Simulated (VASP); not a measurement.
# InAs (F-43m) in VASP: notebook

The runs below take InAs through single point, relaxation of cell and atoms, with r2SCAN.

Everything below comes from runs of VASP 6.6.1. Logs are shortened: lines on timing, memory, paths and dates and some standing lists are left out, and cuts for length are marked.

### 1 The cell of the first run

It takes space group F-43m (No. 216, cubic). The conventional cell has a = 6.108 Å, b = 6.108 Å, c = 6.108 Å, α = 90.00°, β = 90.00°, γ = 90.00°. Within 3.5 Å of In (site symmetry -43m) lie 4 As at 2.65 Å. As (site symmetry -43m) has 4 In at 2.65 Å within 3.5 Å.

### 2 Single point, r2SCAN

File POSCAR:

```
InAs
1.0
    0.0000000000      3.0542329624      3.0542329624
    3.0542329624      0.0000000000      3.0542329624
    3.0542329624      3.0542329624      0.0000000000
In As
1 1
Direct
    0.0000000000      0.0000000000      0.0000000000
    0.2500000000      0.2500000000      0.2500000000
```

File INCAR.step1:

```
SYSTEM = InAs
ALGO = Normal
EDIFF = 1E-4
ENCUT = 520
GGA = PE
ISMEAR = 0
LASPH = .TRUE.
LCHARG = .FALSE.
LREAL = .FALSE.
LWAVE = .TRUE.
NBANDS = 16
NELM = 80
PREC = Accurate
SIGMA = 0.01
```

File INCAR.step2:

```
SYSTEM = InAs
ALGO = Normal
EDIFF = 1E-7
ENCUT = 520
ISIF = 2
ISMEAR = 0
ISTART = 1
LASPH = .TRUE.
LCHARG = .FALSE.
LMIXTAU = .TRUE.
LREAL = .FALSE.
LWAVE = .FALSE.
METAGGA = R2SCAN
NBANDS = 16
NELM = 80
PREC = Accurate
SIGMA = 0.01
```

File KPOINTS:

```
k-points
0
G
  10 10 10
  0 0 0
```

Potentials or basis: VASP PAW PBE potentials, release 64 (In_d, As).

Command:

```bash
cat potpaw_PBE.64/In_d/POTCAR potpaw_PBE.64/As/POTCAR > POTCAR
cp INCAR.step1 INCAR
mpirun -np 1 vasp_std > vasp.out
cp INCAR.step2 INCAR
mpirun -np 1 vasp_std > vasp.out
```

OUTCAR:

```text
SYSTEM = InAs
   EDIFF = 1E-7
   ENCUT = 520
   ISIF = 2
   ISMEAR = 0
   ISTART = 1
   LASPH = .TRUE.
   LREAL = .FALSE.
   METAGGA = R2SCAN
   NELM = 80
   PREC = Accurate

 ion  position               nearest neighbor table
   1  0.000  0.000  0.000-   2 2.65   2 2.65   2 2.65   2 2.65
   2  0.250  0.250  0.250-   1 2.65   1 2.65   1 2.65   1 2.65

  LATTYP: Found a face centered cubic cell.
 ALAT       =     6.1084659248

  Lattice vectors:

 A1 = (   0.0000000000,   3.0542329624,   3.0542329624)
 A2 = (   3.0542329624,   0.0000000000,   3.0542329624)
 A3 = (   3.0542329624,   3.0542329624,   0.0000000000)

Analysis of symmetry for initial positions (statically):
=====================================================================
 Subroutine PRICEL returns:
 Original cell was already a primitive cell.

 Routine SETGRP: Setting up the symmetry group for a
 face centered cubic supercell.

 Subroutine GETGRP returns: Found 24 space group operations
 (whereof 24 operations were pure point group operations)
 out of a pool of 48 trial point group operations.

The static configuration has the point symmetry T_d .

Analysis of symmetry for dynamics (positions and initial velocities):
=====================================================================
 Subroutine PRICEL returns:
 Original cell was already a primitive cell.

 Routine SETGRP: Setting up the symmetry group for a
 face centered cubic supercell.

 Subroutine GETGRP returns: Found 24 space group operations
 (whereof 24 operations were pure point group operations)
 out of a pool of 48 trial point group operations.

The dynamic configuration has the point symmetry T_d .

 Subroutine INISYM returns: Found 24 space group operations
 (whereof 24 operations are pure point group operations),
 and found     1 'primitive' translations

----------------------------------------------------------------------------------------

                                     Primitive cell

  volume of cell :      56.9818

  direct lattice vectors                    reciprocal lattice vectors
     0.000000000  3.054232962  3.054232962    -0.163707224  0.163707224  0.163707224
     3.054232962  0.000000000  3.054232962     0.163707224 -0.163707224  0.163707224
     3.054232962  3.054232962  0.000000000     0.163707224  0.163707224 -0.163707224

  length of vectors
     4.319337678  4.319337678  4.319337678     0.283549230  0.283549230  0.283549230
[... 80 lines left out ...]
   NELM   =     80;   NELMIN=  2; NELMDL=  0     # of ELM steps
   EDIFF  = 0.1E-06   stopping-criterion for ELM
   LREAL  =      F    real-space projection
   EDIFFG = 0.1E-05   stopping-criterion for IOM
   NSW    =      0    number of steps for IOM
   IBRION =     -1    ionic relax: 0-MD 1-quasi-New 2-CG
   NFREE  =      0    steps in history (QN), initial steepest desc. (CG)
   ISIF   =      2    stress and relaxation
   ISYM   =      2    0-nonsym 1-usesym 2-fastsym
   POTIM  = 0.5000    time-step for ionic-motion
   TEBEG  =    0.0;   TEEND  =   0.0 temperature during run
   PSTRESS=    0.0 pullay stress
   NELECT =      18.0000    total number of electrons
   NUPDOWN=      -1.0000    fix difference up-down
   EMIN   =  10.00;   EMAX   =-10.00  energy-range for DOS
   EFERMI =   0.00;   METHOD = LEGACY
   ISMEAR =     0;   SIGMA  =   0.01  broadening in eV -4-tet -1-fermi 0-gaus
   EFERMI_NEDOS =   21; number of points for ismear=-14 and -15
   IALGO  =     38    algorithm
   IMIX   =      4    mixing-type and parameters
     AMIX     =   0.40;   BMIX     =  1.00
     AMIX_MAG =   1.60;   BMIX_MAG =  1.00
  volume/ion in A,a.u.               =      28.49       192.27
  Fermi-wavevector in a.u.,A,eV,Ry     =   1.114945  2.106941 16.913439  1.243103
  Thomas-Fermi vector in A             =   2.251545
   LORBIT       =      0    0 simple, 1 ext, 2 COOP (PROOUT), +10 PAW based schemes
   METAGGA = R2SCAN    functional components
   LHFCALC =     F    Hartree Fock is set to
   AEXX    =    0.0000 exact exchange contribution
   IVDW    =     0    specifies the selected vdW correction
   LEPSILON=     F    determine dielectric tensor
   LRPA    =     F    only Hartree local field effects (RPA)
 non-spin polarized calculation
 Gauss-broadening in eV      SIGMA  =   0.01
  energy-cutoff  :      520.00
  volume of cell :       56.98
 maximum number of plane-waves:      1550
   NGX = 17   NGY = 17   NGZ = 17

 number of electron      17.9999995 magnetization

 Free energy of the ion-electron system (eV)
  ---------------------------------------------------
  ext. energy  EPLUGINS =         0.00000000
  ---------------------------------------------------
  free energy    TOTEN  =       -38.06135049 eV

  energy without entropy =      -38.06135049  energy(sigma->0) =      -38.06135049

 E-fermi :   4.0118     XC(G=0):  -9.5179

 val. band max:        3.9693487844   @ k =   0.0000   0.0000   0.0000
 cond. band min:       4.0513192862   @ k =   0.0000   0.0000   0.0000
 fundamental gap:      0.0819705018
 Fermi energy:         4.0118305962

 k-point     1 :       0.0000    0.0000    0.0000
  band No.  band energies     occupation
      1     -10.8236      2.00000
      2     -10.8236      2.00000
      3     -10.8236      2.00000
      4     -10.6891      2.00000
      5     -10.6891      2.00000
      6      -8.1332      2.00000
[... 433 lines left out ...]
      3     -10.7630      2.00000
      4     -10.7136      2.00000
      5     -10.6725      2.00000
      6      -6.6876      2.00000
[... 8 lines left out ...]
     15      15.5379      0.00000
     16      16.5088      0.00000

 [... further k-points ...]

------------------------ aborting loop because EDIFF is reached ----------------------------------------

  FORCE on cell =-STRESS in cart. coord.  units (eV):
  Direction    XX          YY          ZZ          XY          YZ          ZX
  --------------------------------------------------------------------------------------
  -------------------------------------------------------------------------------------
  Total        0.0016606      0.0016606      0.0016606      0.0000000      0.0000000      0.0000000
  in kB        0.0466913      0.0466913      0.0466913      0.0000000      0.0000000      0.0000000
  external PRESSURE =       0.0466913 kB  Pullay stress =       0.0000000 kB

 VOLUME and BASIS-vectors are now :
 -----------------------------------------------------------------------------
  energy-cutoff  :      520.00
  volume of cell :       56.98
      direct lattice vectors                 reciprocal lattice vectors
     0.000000000  3.054232962  3.054232962    -0.163707224  0.163707224  0.163707224
     3.054232962  0.000000000  3.054232962     0.163707224 -0.163707224  0.163707224
     3.054232962  3.054232962  0.000000000     0.163707224  0.163707224 -0.163707224

 POSITION                                       TOTAL-FORCE (eV/Angst)
 -----------------------------------------------------------------------------------
      0.00000      0.00000      0.00000        -0.000000     -0.000000     -0.000000
      1.52712      1.52712      1.52712         0.000000      0.000000      0.000000
 -----------------------------------------------------------------------------------
    total drift:                               -0.000002     -0.000002     -0.000002

  FREE ENERGIE OF THE ION-ELECTRON SYSTEM (eV)
  ---------------------------------------------------
  free  energy   TOTEN  =       -38.0613504897 eV

  energy  without entropy=      -38.0613504897  energy(sigma->0) =      -38.06135049
```

OSZICAR.step1:

```text
N       E                     dE             d eps       ncg     rms          rms(c)
DAV:   1     0.112387651552E+03    0.11239E+03   -0.82121E+03  1512   0.120E+03
DAV:   2    -0.456333481858E+00   -0.11284E+03   -0.10803E+03  1648   0.291E+02
DAV:   3    -0.777874643812E+01   -0.73224E+01   -0.72928E+01  1896   0.738E+01
DAV:   4    -0.796315250290E+01   -0.18441E+00   -0.18435E+00  1968   0.132E+01
DAV:   5    -0.797066694134E+01   -0.75144E-02   -0.75143E-02  2192   0.221E+00    0.434E+00
DAV:   6    -0.772504959715E+01    0.24562E+00   -0.37225E-01  2376   0.999E+00    0.241E+00
DAV:   7    -0.770237727841E+01    0.22672E-01   -0.10969E-01  2032   0.284E+00    0.716E-01
DAV:   8    -0.770356140029E+01   -0.11841E-02   -0.12796E-02  1912   0.127E+00    0.181E-01
DAV:   9    -0.770417364886E+01   -0.61225E-03   -0.95592E-04  1800   0.267E-01    0.109E-01
DAV:  10    -0.770433911689E+01   -0.16547E-03   -0.18723E-04  1840   0.188E-01    0.572E-02
DAV:  11    -0.770438811899E+01   -0.49002E-04   -0.10855E-04  1616   0.115E-01
   1 F= -.77043881E+01 E0= -.77043804E+01  d E =-.154262E-04
```

It took 2.1 min on 1 thread of Intel Xeon Platinum 8259CL at 2.50GHz (Skylake/Cascade Lake), shared host; peak memory 0.21 GiB.

Results:

```
Free energy            : -38.0614 eV
Pressure               : 0.0 GPa
Band gap on the k mesh : 0.08 eV
```

Levels at points of the mesh, in eV from the valence-band top:
```tsv
k point	band 7	band 8	band 9	band 10	band 11	band 12
(0.00, 0.00, 0.00)	0.00	0.00	0.00	0.08	4.26	4.26
(0.50, 0.00, 0.00)	-5.72	-0.97	-0.97	1.25	5.03	5.03
(0.50, 0.50, 0.00)	-5.80	-2.29	-2.29	1.87	2.35	9.63
```

Caveat: the PAW data sets were made with another functional, which shifts forces and pressure a little; spin-orbit coupling is left out, which moves the levels of the heavy elements.

### 3 Relaxation of cell and atoms, r2SCAN

POSCAR is that of step 2.

File INCAR.step1:

```
PREC = Accurate
ENCUT = 600
ISMEAR = 0
SIGMA = 0.01
LREAL = False
LASPH = True
NELM = 60
GGA = PE
ALGO = Normal
EDIFF = 1E-4
LWAVE = True
LCHARG = False
```

File INCAR.step2:

```
PREC = Accurate
ENCUT = 600
EDIFF = 1E-6
ISMEAR = 0
SIGMA = 0.01
LREAL = False
LASPH = True
NELM = 60
ALGO = Normal
ISIF = 3
LWAVE = False
LCHARG = False
METAGGA = R2SCAN
LMIXTAU = True
IBRION = 2
NSW = 80
EDIFFG = -0.001
ISTART = 1
```

File KPOINTS:

```
Automatic mesh
0
Gamma
  10 10 10
```

Potentials or basis: VASP PAW PBE potentials, release 64 (In_d, As).

Command:

```bash
cat potpaw_PBE.64/In_d/POTCAR potpaw_PBE.64/As/POTCAR > POTCAR
cp INCAR.step1 INCAR
mpirun -np 1 vasp_std > vasp.out
cp INCAR.step2 INCAR
mpirun -np 1 vasp_std > vasp.out
```

OUTCAR:

```text
PREC = Accurate
   ENCUT = 600
   EDIFF = 1E-6
   ISMEAR = 0
   LREAL = False
   LASPH = True
   NELM = 60
   ISIF = 3
   METAGGA = R2SCAN
   IBRION = 2
   NSW = 80
   EDIFFG = -0.001
   ISTART = 1

 ion  position               nearest neighbor table
   1  0.000  0.000  0.000-   2 2.65   2 2.65   2 2.65   2 2.65
   2  0.250  0.250  0.250-   1 2.65   1 2.65   1 2.65   1 2.65

  LATTYP: Found a face centered cubic cell.
 ALAT       =     6.1084659248

  Lattice vectors:

 A1 = (   0.0000000000,   3.0542329624,   3.0542329624)
 A2 = (   3.0542329624,   0.0000000000,   3.0542329624)
 A3 = (   3.0542329624,   3.0542329624,   0.0000000000)

Analysis of symmetry for initial positions (statically):
=====================================================================
 Subroutine PRICEL returns:
 Original cell was already a primitive cell.

 Routine SETGRP: Setting up the symmetry group for a
 face centered cubic supercell.

 Subroutine GETGRP returns: Found 24 space group operations
 (whereof 24 operations were pure point group operations)
 out of a pool of 48 trial point group operations.

The static configuration has the point symmetry T_d .

Analysis of symmetry for dynamics (positions and initial velocities):
=====================================================================
 Subroutine PRICEL returns:
 Original cell was already a primitive cell.

 Routine SETGRP: Setting up the symmetry group for a
 face centered cubic supercell.

 Subroutine GETGRP returns: Found 24 space group operations
 (whereof 24 operations were pure point group operations)
 out of a pool of 48 trial point group operations.

The dynamic configuration has the point symmetry T_d .

 Subroutine INISYM returns: Found 24 space group operations
 (whereof 24 operations are pure point group operations),
 and found     1 'primitive' translations

[... 172 lines left out ...]
  ---------------------------------------------------
  free  energy   TOTEN  =       -38.0624540551 eV

  energy  without entropy=      -38.0624540551  energy(sigma->0) =      -38.06245406

--------------------------------------- Ionic step        2  -------------------------------------------

 number of electron      18.0000001 magnetization

 Free energy of the ion-electron system (eV)
  ---------------------------------------------------
  ext. energy  EPLUGINS =         0.00000000
  ---------------------------------------------------
  free energy    TOTEN  =       -38.06245429 eV

  energy without entropy =      -38.06245429  energy(sigma->0) =      -38.06245429

 E-fermi :   4.0023     XC(G=0):  -9.5148

 val. band max:        3.9626887210   @ k =   0.0000   0.0000   0.0000
 cond. band min:       4.0413369404   @ k =   0.0000   0.0000   0.0000
 fundamental gap:      0.0786482194
 Fermi energy:         4.0023396642

 k-point     1 :       0.0000    0.0000    0.0000
  band No.  band energies     occupation
      1     -10.8298      2.00000
      2     -10.8298      2.00000
      3     -10.8298      2.00000
      4     -10.6956      2.00000
      5     -10.6956      2.00000
      6      -8.1355      2.00000
      7       3.9627      2.00000
      8       3.9627      2.00000
      9       3.9627      2.00000
     10       4.0413      0.00000
     11       8.2195      0.00000
     12       8.2195      0.00000
     13       8.2195      0.00000
[... 354 lines left out ...]
  band No.  band energies     occupation
      1     -10.9747      2.00000
      2     -10.7713      2.00000
      3     -10.7693      2.00000
      4     -10.7199      2.00000
      5     -10.6789      2.00000
      6      -6.6918      2.00000
      7      -0.9813      2.00000
      8       1.8104      2.00000
      9       2.0642      2.00000
     10       6.3172      0.00000
     11       7.0393      0.00000
     12      10.9967      0.00000
     13      11.7465      0.00000

 [... further k-points ...]

------------------------ aborting loop because EDIFF is reached ----------------------------------------

  FORCE on cell =-STRESS in cart. coord.  units (eV):
  Direction    XX          YY          ZZ          XY          YZ          ZX
  --------------------------------------------------------------------------------------
  -------------------------------------------------------------------------------------
  Total       -0.0013389     -0.0013389     -0.0013389      0.0000000      0.0000000      0.0000000
  in kB       -0.0376208     -0.0376208     -0.0376208      0.0000000      0.0000000      0.0000000
  external PRESSURE =      -0.0376208 kB  Pullay stress =       0.0000000 kB

 VOLUME and BASIS-vectors are now :
 -----------------------------------------------------------------------------
  energy-cutoff  :      600.00
  volume of cell :       57.02
      direct lattice vectors                 reciprocal lattice vectors
    -0.000000000  3.054916410  3.054916410    -0.163670599  0.163670599  0.163670599
     3.054916410  0.000000000  3.054916410     0.163670599 -0.163670599  0.163670599
     3.054916410  3.054916410  0.000000000     0.163670599  0.163670599 -0.163670599

 POSITION                                       TOTAL-FORCE (eV/Angst)
 -----------------------------------------------------------------------------------
      6.10983      6.10983      6.10983        -0.000000     -0.000000     -0.000000
      1.52746      1.52746      1.52746         0.000000      0.000000      0.000000
 -----------------------------------------------------------------------------------
    total drift:                               -0.000002     -0.000002     -0.000002

  FREE ENERGIE OF THE ION-ELECTRON SYSTEM (eV)
  ---------------------------------------------------
  free  energy   TOTEN  =       -38.0624542858 eV

  energy  without entropy=      -38.0624542858  energy(sigma->0) =      -38.06245429

 reached required accuracy - stopping structural energy minimisation
```

OUTCAR.step1:

```text
PREC = Accurate
   ENCUT = 600
   ISMEAR = 0
   LREAL = False
   LASPH = True
[... 605 lines left out ...]
      0.00000      0.00000      0.00000        -0.000000     -0.000000     -0.000000
      1.52712      1.52712      1.52712         0.000000      0.000000      0.000000
 -----------------------------------------------------------------------------------
    total drift:                               -0.000000     -0.000000     -0.000000

  FREE ENERGIE OF THE ION-ELECTRON SYSTEM (eV)
  ---------------------------------------------------
  free  energy   TOTEN  =        -7.7044054332 eV

  energy  without entropy=       -7.7043900069  energy(sigma->0) =       -7.70439772
```

OSZICAR.step1:

```text
N       E                     dE             d eps       ncg     rms          rms(c)
DAV:   1     0.117096799656E+03    0.11710E+03   -0.92400E+03  1222   0.164E+03
DAV:   2     0.125236543858E+01   -0.11584E+03   -0.11236E+03  1242   0.340E+02
DAV:   3    -0.770901260986E+01   -0.89614E+01   -0.88472E+01  1632   0.955E+01
DAV:   4    -0.795846178911E+01   -0.24945E+00   -0.24926E+00  1340   0.174E+01
DAV:   5    -0.797054635092E+01   -0.12085E-01   -0.12084E-01  1804   0.356E+00    0.431E+00
DAV:   6    -0.772466335445E+01    0.24588E+00   -0.44522E-01  1809   0.122E+01    0.243E+00
DAV:   7    -0.770263924662E+01    0.22024E-01   -0.13744E-01  1733   0.357E+00    0.706E-01
DAV:   8    -0.770360073862E+01   -0.96149E-03   -0.13198E-02  1471   0.168E+00    0.185E-01
DAV:   9    -0.770423204023E+01   -0.63130E-03   -0.12169E-03  1507   0.449E-01    0.111E-01
DAV:  10    -0.770435722846E+01   -0.12519E-03   -0.15828E-04  1256   0.183E-01    0.585E-02
DAV:  11    -0.770440543318E+01   -0.48205E-04   -0.16643E-04  1228   0.183E-01
   1 F= -.77044054E+01 E0= -.77043977E+01  d E =-.154262E-04
```

Run time: 3.6 min. Hardware: 1 thread of Intel Xeon Platinum 8259CL at 2.50GHz (Skylake/Cascade Lake), shared host; peak memory 0.26 GiB.

What came out:

```
Free energy                           : -38.0625 eV
Relaxed volume                        : 28.51 Å³/atom
Relaxed cell                          : a = 4.320 Å, b = 4.320 Å, c = 4.320 Å, α = 60.00°, β = 60.00°, γ = 60.00°
Space group after relaxing (to 0.1 Å) : F-43m (No. 216)
Energy gained by relaxing             : 0.0 meV/atom
Ionic steps                           : 2
Pressure after relaxing               : 0.0 GPa
Band gap on the k mesh                : 0.08 eV
```

Final structure:
```yaml
crystal:
  lattice:
    - [0.00000, 3.05492, 3.05492]
    - [3.05492, 0.00000, 3.05492]
    - [3.05492, 3.05492, 0.00000]
  atoms:
    - { symbol: In, position: [0.00000, 0.00000, 0.00000] }
    - { symbol: As, position: [0.25000, 0.25000, 0.25000] }
```

Caveat: the PAW data sets were made with another functional, which shifts forces and pressure a little; spin-orbit coupling is left out, which moves the levels of the heavy elements.
